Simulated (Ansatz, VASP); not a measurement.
Two plane-wave programs on ScGa5S

```
CELL_PARAMETERS angstrom
4.04982 0.00000 0.00000
0.00000 4.04982 0.00000
0.00000 0.00000 8.02200
ATOMIC_POSITIONS crystal
Sc 0.50000 0.50000 0.00000
Ga 0.00000 0.50000 0.26205
Ga 0.00000 0.50000 0.73795
Ga 0.50000 0.00000 0.26205
Ga 0.50000 0.00000 0.73795
Ga 0.00000 0.00000 0.00000
S 0.00000 0.00000 0.50000
```

Change from the starting cell: species swapped into the TlPPt5 type (P4/mmm, No. 123).

Alike in both runs: functional PBE; k mesh 4 × 4 × 3; occupations gaussian, width 0.2 eV; no spin polarisation.

Ansatz relaxed the structure, and its values are those at the end. VASP's run is a single point on that final structure, the one shown.

```csv
,VASP,Ansatz
version,VASP 6.6.1,Ansatz 0.2.0
potentials or method,"VASP PAW PBE potentials, release 64 (Sc_sv, Ga_d, S), cutoff 520 eV","scalar-relativistic, plane waves, PAW"
valence electrons in the cell,82,82
```

|  | VASP | Ansatz | Ansatz less VASP |
| --- | --- | --- | --- |
| gap on the k mesh at the Fermi level (eV) | none | none | - |
| pressure (GPa) | 0.7 | 0.5 | -0.12 |
| rms of the force components (eV/Å) | 0.009 | 0.007 | -0.0016 |

A gap of «none» marks a metal or a gap that the smearing closes.

The k mesh is coarse, so the values compare programs but aren't converged.
